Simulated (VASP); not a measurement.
Input of a VASP 6.6.1 run:

File INCAR:

```
SYSTEM = FeCo
PREC = Accurate
ENCUT = 600
EDIFF = 1E-6
ISMEAR = 0
SIGMA = 0.1
LREAL = .False.
LASPH = .True.
NELM = 200
ALGO = Normal
ISIF = 2
LWAVE = .False.
LCHARG = .False.
ISPIN = 2
MAGMOM = 4 3
LORBIT = 11
LMAXMIX = 4
GGA = PE
NBANDS = 20
GGA_COMPAT = .False.
```

Contents of KPOINTS:

```
regular mesh
0
Gamma
  6 6 6
  0 0 0
```

Contents of POSCAR:

```
FeCo
1.0
    2.6816841900      0.0000000000      0.0000000000
    0.0000000000      2.6816841900      0.0000000000
    0.0000000000      0.0000000000      2.6816841900
Fe Co
1 1
Direct
    0.5000000000      0.5000000000      0.5000000000
    0.0000000000      0.0000000000      0.0000000000
```

Potentials or basis: VASP PAW PBE potentials, release 64 (Fe, Co).

Run with:

```console
$ cat potpaw_PBE.64/Fe/POTCAR potpaw_PBE.64/Co/POTCAR > POTCAR
$ mpirun -np 1 vasp_std > vasp.out
```

**Question.** What does it give for the pressure?

**Answer.** 48.6 GPa.

**Question.** Estimate the net moment.

**Answer.** 4.13 μB per cell.

**Question.** Predict the site moments.

**Answer.** Fe +2.42; Co +1.67 μB.

Caveat: the k points lie up to 0.39 Å⁻¹ apart.
